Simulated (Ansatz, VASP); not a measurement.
**GaN in VASP and in Ansatz**

```
CELL_PARAMETERS angstrom
0.00000 2.24894 2.24894
2.24894 0.00000 2.24894
2.24894 2.24894 0.00000
ATOMIC_POSITIONS crystal
Ga 0.00000 0.00000 0.00000
N 0.75000 0.75000 0.75000
```

Alike in both runs: functional r2SCAN; k mesh 10 × 10 × 10; occupations gaussian, width 0.02 eV; no spin polarisation.

Ansatz relaxed the structure, and its values are those at the end. VASP's run is a single point on that final structure, the one shown.

```csv
,VASP,Ansatz
version,VASP 6.6.1,Ansatz 0.2.0
potentials or method,"VASP PAW PBE potentials, release 64 (Ga_d, N_h), cutoff 910 eV","scalar-relativistic, plane waves, PAW"
valence electrons in the cell,18,18
```

|  | VASP | Ansatz | Ansatz less VASP |
| --- | --- | --- | --- |
| gap on the k mesh at the Fermi level (eV) | 2.16 | 2.17 | +0.011 |
| least direct gap on the mesh (eV) | 2.16 | 2.17 | +0.011 |

VASP's potentials were made for PBE, not for r2SCAN.

Noted on VASP's run: the cutoff is short for stress, so the pressure is rough.
